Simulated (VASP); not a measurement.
# CsPbCl3 (Pm-3m) in VASP: a series of runs

CsPbCl3 is run at these levels: PBE, r2SCAN; tasks: single point.

All numbers are computed with VASP 6.6.1; they aren't measurements. Logs are shortened: lines on timing, memory, paths and dates and some standing lists are left out, and cuts for length are marked.

### 1 The cell of the first run

The structure is cubic, space group Pm-3m (No. 221). The conventional cell has a = 5.677 Å, b = 5.677 Å, c = 5.677 Å, α = 90.00°, β = 90.00°, γ = 90.00°. Within 5.3 Å of Cs (site symmetry m-3m) lie 12 Cl at 4.01 Å and 8 Pb at 4.92 Å. Pb (site symmetry m-3m) has 6 Cl at 2.84 Å within 3.7 Å. Within 3.7 Å of Cl (site symmetry 4/mmm) lie 2 Pb at 2.84 Å.

### 2 Single point, PBE

INCAR reads:

```
ALGO     = Normal         # electronic algorithm
EDIFF    = 1E-7           # SCF threshold, eV
ENCUT    = 520            # plane-wave cutoff, eV
GGA      = PE             # functional
ISIF     = 2              # what is computed and relaxed
ISMEAR   = 0              # smearing method
LASPH    = True           # aspherical terms in the spheres
LCHARG   = False          # write CHGCAR
LREAL    = False          # projectors in reciprocal space
LWAVE    = False          # write WAVECAR
NBANDS   = 30             # bands
NELM     = 100            # most SCF steps
PREC     = Accurate       # precision mode
SIGMA    = 0.01           # smearing width, eV
```

KPOINTS reads:

```
k-points
0
Gamma
  4 4 4
```

POSCAR reads:

```
CsPbCl3
1.0
    5.6770717564      0.0000000000      0.0000000000
    0.0000000000      5.6770717564      0.0000000000
    0.0000000000      0.0000000000      5.6770717564
Cs Pb Cl
1 1 3
Direct
    0.0000000000      0.0000000000      0.0000000000
    0.5000000000      0.5000000000      0.5000000000
    0.5000000000      0.5000000000      0.0000000000
    0.5000000000      0.0000000000      0.5000000000
    0.0000000000      0.5000000000      0.5000000000
```

Potentials or basis: VASP PAW PBE potentials, release 64 (Cs_sv, Pb_d, Cl).

Command:

```console
$ cat potpaw_PBE.64/Cs_sv/POTCAR potpaw_PBE.64/Pb_d/POTCAR potpaw_PBE.64/Cl/POTCAR > POTCAR
$ mpirun -np 1 vasp_std > vasp.out
```

OUTCAR:

```text
EDIFF = 1E-7
   ENCUT = 520
   GGA = PE
   ISIF = 2
   ISMEAR = 0
   LASPH = True
   LREAL = False
   NELM = 100
   PREC = Accurate

 ion  position               nearest neighbor table
   1  0.000  0.000  0.000-
   2  0.500  0.500  0.500-   3 2.84   4 2.84   5 2.84   3 2.84   4 2.84   5 2.84
   3  0.500  0.500  0.000-   2 2.84   2 2.84
   4  0.500  0.000  0.500-   2 2.84   2 2.84
   5  0.000  0.500  0.500-   2 2.84   2 2.84

  LATTYP: Found a simple cubic cell.
 ALAT       =     5.6770717564

  Lattice vectors:

 A1 = (   5.6770717564,   0.0000000000,   0.0000000000)
 A2 = (   0.0000000000,   5.6770717564,   0.0000000000)
 A3 = (   0.0000000000,   0.0000000000,   5.6770717564)

Analysis of symmetry for initial positions (statically):
=====================================================================
 Subroutine PRICEL returns:
 Original cell was already a primitive cell.

 Routine SETGRP: Setting up the symmetry group for a
 simple cubic supercell.

 Subroutine GETGRP returns: Found 48 space group operations
 (whereof 48 operations were pure point group operations)
 out of a pool of 48 trial point group operations.

The static configuration has the point symmetry O_h .

Analysis of symmetry for dynamics (positions and initial velocities):
=====================================================================
 Subroutine PRICEL returns:
 Original cell was already a primitive cell.

 Routine SETGRP: Setting up the symmetry group for a
 simple cubic supercell.

 Subroutine GETGRP returns: Found 48 space group operations
 (whereof 48 operations were pure point group operations)
 out of a pool of 48 trial point group operations.

The dynamic configuration has the point symmetry O_h .

 Subroutine INISYM returns: Found 48 space group operations
 (whereof 48 operations are pure point group operations),
 and found     1 'primitive' translations

----------------------------------------------------------------------------------------

                                     Primitive cell

  volume of cell :     182.9672

  direct lattice vectors                    reciprocal lattice vectors
     5.677071756  0.000000000  0.000000000     0.176147148  0.000000000  0.000000000
     0.000000000  5.677071756  0.000000000     0.000000000  0.176147148  0.000000000
     0.000000000  0.000000000  5.677071756     0.000000000  0.000000000  0.176147148

  length of vectors
     5.677071756  5.677071756  5.677071756     0.176147148  0.176147148  0.176147148

  position of ions in fractional coordinates (direct lattice)
     0.000000000  0.000000000  0.000000000
     0.500000000  0.500000000  0.500000000
     0.500000000  0.500000000  0.000000000
     0.500000000  0.000000000  0.500000000
     0.000000000  0.500000000  0.500000000

  ion indices of the primitive-cell ions
   primitive index   ion index
                 1           1
                 2           2
                 3           3
                 4           4
                 5           5

----------------------------------------------------------------------------------------

 KPOINTS: k-points

Automatic generation of k-mesh.
 Grid dimensions read from file:
 generate k-points for:    4    4    4

 Generating k-lattice:

  Cartesian coordinates                     Fractional coordinates (reciprocal lattice)
     0.044036787  0.000000000  0.000000000     0.250000000  0.000000000  0.000000000
     0.000000000  0.044036787  0.000000000     0.000000000  0.250000000  0.000000000
     0.000000000  0.000000000  0.044036787     0.000000000  0.000000000  0.250000000

  Length of vectors
     0.044036787  0.044036787  0.044036787

  Shift w.r.t. Gamma in fractional coordinates (k-lattice)
     0.000000000  0.000000000  0.000000000

 Subroutine IBZKPT returns following result:
 ===========================================

 Found     10 irreducible k-points:

 Following reciprocal coordinates:
            Coordinates               Weight
  0.000000  0.000000  0.000000      1.000000
  0.250000  0.000000  0.000000      6.000000
  0.500000  0.000000  0.000000      3.000000
  0.250000  0.250000  0.000000     12.000000
  0.500000  0.250000  0.000000     12.000000
  0.500000  0.500000  0.000000      3.000000
  0.250000  0.250000  0.250000      8.000000
  0.500000  0.250000  0.250000     12.000000
  0.500000  0.500000  0.250000      6.000000
  0.500000  0.500000  0.500000      1.000000
   k-points           NKPTS =     10   k-points in BZ     NKDIM =     10   number of bands    NBANDS=     30
   number of dos      NEDOS =    301   number of ions     NIONS =      5
   total plane-waves  NPLWV =  74088
   dimension x,y,z NGX =    42 NGY =   42 NGZ =   42
   dimension x,y,z NGXF=    84 NGYF=   84 NGZF=   84
   ions per type =               1   1   3
   NGX,Y,Z   is equivalent  to a cutoff of  12.30, 12.30, 12.30 a.u.
   NGXF,Y,Z  is equivalent  to a cutoff of  24.60, 24.60, 24.60 a.u.
 SYSTEM =  unknown system
   PREC   = accura    normal or accurate (medium, high low for compatibility)
   ISTART =      0    job   : 0-new  1-cont  2-samecut
   ICHARG =      2    charge: 1-file 2-atom 10-const
   ISPIN  =      1    spin polarized calculation?
   LNONCOLLINEAR =      F non collinear calculations
   LSORBIT =      F    spin-orbit coupling
   LASPH  =      T    aspherical Exc in radial PAW
   ENCUT  =  520.0 eV  38.22 Ry    6.18 a.u.  10.56 10.56 10.56*2*pi/ulx,y,z
   NELM   =    100;   NELMIN=  2; NELMDL= -5     # of ELM steps
   EDIFF  = 0.1E-06   stopping-criterion for ELM
   LREAL  =      F    real-space projection
   EDIFFG = 0.1E-05   stopping-criterion for IOM
   NSW    =      0    number of steps for IOM
   IBRION =     -1    ionic relax: 0-MD 1-quasi-New 2-CG
   NFREE  =      0    steps in history (QN), initial steepest desc. (CG)
   ISIF   =      2    stress and relaxation
   ISYM   =      2    0-nonsym 1-usesym 2-fastsym
   POTIM  = 0.5000    time-step for ionic-motion
   TEBEG  =    0.0;   TEEND  =   0.0 temperature during run
   PSTRESS=    0.0 pullay stress
   NELECT =      44.0000    total number of electrons
   NUPDOWN=      -1.0000    fix difference up-down
   EMIN   =  10.00;   EMAX   =-10.00  energy-range for DOS
   EFERMI =   0.00;   METHOD = LEGACY
   ISMEAR =     0;   SIGMA  =   0.01  broadening in eV -4-tet -1-fermi 0-gaus
   EFERMI_NEDOS =   21; number of points for ismear=-14 and -15
   IALGO  =     38    algorithm
   IMIX   =      4    mixing-type and parameters
     AMIX     =   0.40;   BMIX     =  1.00
     AMIX_MAG =   1.60;   BMIX_MAG =  1.00
  volume/ion in A,a.u.               =      36.59       246.94
  Fermi-wavevector in a.u.,A,eV,Ry     =   1.018047  1.923831 14.101358  1.036421
  Thomas-Fermi vector in A             =   2.151483
   LORBIT       =      0    0 simple, 1 ext, 2 COOP (PROOUT), +10 PAW based schemes
   GGA     = PE    functional components
   LHFCALC =     F    Hartree Fock is set to
   AEXX    =    0.0000 exact exchange contribution
   IVDW    =     0    specifies the selected vdW correction
   LEPSILON=     F    determine dielectric tensor
   LRPA    =     F    only Hartree local field effects (RPA)
 non-spin polarized calculation
 Gauss-broadening in eV      SIGMA  =   0.01
  energy-cutoff  :      520.00
  volume of cell :      182.97
 maximum number of plane-waves:      4956
   NGX = 21   NGY = 21   NGZ = 21

 number of electron      44.0000021 magnetization

 Free energy of the ion-electron system (eV)
  ---------------------------------------------------
  ext. energy  EPLUGINS =         0.00000000
  ---------------------------------------------------
  free energy    TOTEN  =       -17.53468897 eV

  energy without entropy =      -17.53468897  energy(sigma->0) =      -17.53468897

 E-fermi :   1.4350     XC(G=0):  -7.6569

 val. band max:        1.3248518224   @ k =   0.5000   0.5000   0.5000
 cond. band min:       3.4223741898   @ k =   0.5000   0.5000   0.5000
 fundamental gap:      2.0975223673
 Fermi energy:         1.4349978904

 k-point     1 :       0.0000    0.0000    0.0000
  band No.  band energies     occupation
      1     -19.8511      2.00000
      2     -15.3163      2.00000
      3     -15.3163      2.00000
      4     -15.1240      2.00000
      5     -15.1240      2.00000
      6     -15.1240      2.00000
[... 22 lines left out ...]
     29       7.4386      0.00000
     30       7.4386      0.00000

 k-point     2 :       0.2500    0.0000    0.0000
  band No.  band energies     occupation
      1     -19.8502      2.00000
      2     -15.3162      2.00000
      3     -15.2746      2.00000
      4     -15.1246      2.00000
      5     -15.1246      2.00000
      6     -15.1240      2.00000
[... 22 lines left out ...]
     29       6.9680      0.00000
     30       7.6975      0.00000

 k-point     3 :       0.5000    0.0000    0.0000
  band No.  band energies     occupation
      1     -19.8494      2.00000
      2     -15.3162      2.00000
      3     -15.2314      2.00000
      4     -15.1252      2.00000
      5     -15.1252      2.00000
      6     -15.1240      2.00000
[... 22 lines left out ...]
     29       7.2713      0.00000
     30       8.3829      0.00000

 k-point     4 :       0.2500    0.2500    0.0000
  band No.  band energies     occupation
      1     -19.8494      2.00000
      2     -15.2961      2.00000
      3     -15.2512      2.00000
      4     -15.1252      2.00000
      5     -15.1246      2.00000
      6     -15.1246      2.00000
[... 154 lines left out ...]
     29       7.6254      0.00000
     30       7.6436      0.00000

 k-point     9 :       0.5000    0.5000    0.2500
  band No.  band energies     occupation
      1     -19.8473      2.00000
      2     -15.2284      2.00000
      3     -15.1773      2.00000
      4     -15.1263      2.00000
      5     -15.1258      2.00000
      6     -15.1258      2.00000
[... 22 lines left out ...]
     29       7.3156      0.00000
     30       7.7149      0.00000

 k-point    10 :       0.5000    0.5000    0.5000
  band No.  band energies     occupation
      1     -19.8467      2.00000
      2     -15.1773      2.00000
      3     -15.1773      2.00000
      4     -15.1264      2.00000
      5     -15.1264      2.00000
      6     -15.1264      2.00000
[... 22 lines left out ...]
     29       7.0820      0.00000
     30       8.2475      0.00000

------------------------ aborting loop because EDIFF is reached ----------------------------------------

  FORCE on cell =-STRESS in cart. coord.  units (eV):
  Direction    XX          YY          ZZ          XY          YZ          ZX
  --------------------------------------------------------------------------------------
  -------------------------------------------------------------------------------------
  Total        0.8505151      0.8505151      0.8505151     -0.0000000      0.0000000      0.0000000
  in kB        7.4476539      7.4476539      7.4476539     -0.0000000      0.0000000      0.0000000
  external PRESSURE =       7.4476539 kB  Pullay stress =       0.0000000 kB

 VOLUME and BASIS-vectors are now :
 -----------------------------------------------------------------------------
  energy-cutoff  :      520.00
  volume of cell :      182.97
      direct lattice vectors                 reciprocal lattice vectors
     5.677071756  0.000000000  0.000000000     0.176147148  0.000000000  0.000000000
     0.000000000  5.677071756  0.000000000     0.000000000  0.176147148  0.000000000
     0.000000000  0.000000000  5.677071756     0.000000000  0.000000000  0.176147148

 POSITION                                       TOTAL-FORCE (eV/Angst)
 -----------------------------------------------------------------------------------
      0.00000      0.00000      0.00000         0.000000      0.000000      0.000000
      2.83854      2.83854      2.83854         0.000000      0.000000      0.000000
      2.83854      2.83854      0.00000         0.000000      0.000000      0.000000
      2.83854      0.00000      2.83854         0.000000      0.000000      0.000000
      0.00000      2.83854      2.83854         0.000000      0.000000      0.000000
 -----------------------------------------------------------------------------------
    total drift:                                0.000000     -0.000000     -0.000000

  FREE ENERGIE OF THE ION-ELECTRON SYSTEM (eV)
  ---------------------------------------------------
  free  energy   TOTEN  =       -17.5346889718 eV

  energy  without entropy=      -17.5346889718  energy(sigma->0) =      -17.53468897
```

Run time: 33 s. Hardware: 1 thread of Intel Xeon 6975P-C (Granite Rapids), shared host; peak memory 0.27 GiB.

Results:

* Free energy: -17.5347 eV
* Pressure: 0.7 GPa
* Band gap on the k mesh: 2.10 eV

Caveat: spin-orbit coupling is left out, which moves the levels of the heavy elements. A k mesh can miss the band edges.

### 3 Single point, PBE

INCAR reads:

```
SYSTEM = CsPbCl3
  PREC = Accurate
  ENCUT = 520
  EDIFF = 1E-6
  ISMEAR = 0
  SIGMA = 0.01
  LREAL = .FALSE.
  LASPH = .TRUE.
  NELM = 100
  ALGO = Normal
  ISIF = 2
  LWAVE = .FALSE.
  LCHARG = .FALSE.
  GGA = PE
  NBANDS = 30
```

KPOINTS reads:

```
regular mesh
0
G
  4 4 4
  0 0 0
```

POSCAR is that of step 2.

Potentials or basis: VASP PAW PBE potentials, release 64 (Cs_sv, Pb_d, Cl).

Command:

```console
$ cat potpaw_PBE.64/Cs_sv/POTCAR potpaw_PBE.64/Pb_d/POTCAR potpaw_PBE.64/Cl/POTCAR > POTCAR
$ mpirun -np 1 vasp_std > vasp.out
```

Wall time 31 s (1 thread of Intel Xeon 6975P-C (Granite Rapids), shared host); peak memory 0.27 GiB.

It converged, with:

- Free energy: -17.5347 eV
- Pressure: 0.7 GPa
- Band gap on the k mesh: 2.10 eV

Levels at points of the mesh, in eV from the valence-band top:
```tsv
k point	band 20	band 21	band 22	band 23	band 24	band 25
(0.00, 0.00, 0.00)	-2.25	-2.25	-2.25	3.53	4.55	4.55
(0.50, 0.00, 0.00)	-2.35	-2.35	-1.55	3.10	4.86	5.38
(0.50, 0.50, 0.00)	-2.50	-1.96	-0.75	2.64	2.64	5.00
(0.50, 0.50, 0.50)	-1.95	-1.95	0.00	2.10	2.10	2.10
```

Caveat: spin-orbit coupling is left out, which moves the levels of the heavy elements. A k mesh can miss the band edges.

(Continued in part 2 of 2.)
